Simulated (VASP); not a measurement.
A run of VASP 6.6.1:

POSCAR

```
KMgF3
1.0
    3.9836435316      0.0000000000      0.0000000000
    0.0000000000      3.9836435316      0.0000000000
    0.0000000000      0.0000000000      3.9836435316
K Mg F
1 1 3
Direct
    0.5000000000      0.5000000000      0.5000000000
    0.0000000000      0.0000000000      0.0000000000
    0.5000000000      0.0000000000      0.0000000000
    0.0000000000      0.5000000000      0.0000000000
    0.0000000000      0.0000000000      0.5000000000
```

Contents of INCAR.step1:

```
PREC = Accurate
ENCUT = 520
ISMEAR = 0
SIGMA = 0.01
LREAL = False
LASPH = True
NELM = 60
NBANDS = 24
GGA = PE
ALGO = Normal
EDIFF = 1E-4
LWAVE = True
LCHARG = False
```

INCAR.step2

```
PREC = Accurate
ENCUT = 520
EDIFF = 1E-7
ISMEAR = 0
SIGMA = 0.01
LREAL = False
LASPH = True
NELM = 60
ALGO = Normal
ISIF = 2
LWAVE = False
LCHARG = False
METAGGA = R2SCAN
LMIXTAU = True
NBANDS = 24
ISTART = 1
```

Contents of KPOINTS:

```
Automatic mesh
0
Gamma
  6 6 6
```

Potentials or basis: VASP PAW PBE potentials, release 64 (K_sv, Mg, F).

Command:

```console
$ cat potpaw_PBE.64/K_sv/POTCAR potpaw_PBE.64/Mg/POTCAR potpaw_PBE.64/F/POTCAR > POTCAR
$ cp INCAR.step1 INCAR
$ mpirun -np 1 vasp_std > vasp.out
$ cp INCAR.step2 INCAR
$ mpirun -np 1 vasp_std > vasp.out
```

Hardware: 1 thread of AMD EPYC 9R45 96-Core Processor (Zen 5), with other jobs on the host.

Task: How long does it take, and how much memory?

Result: It took 57 s on 1 thread of AMD EPYC 9R45 96-Core Processor (Zen 5), on a shared host, peak memory 0.16 GiB. Counts: k points 20.
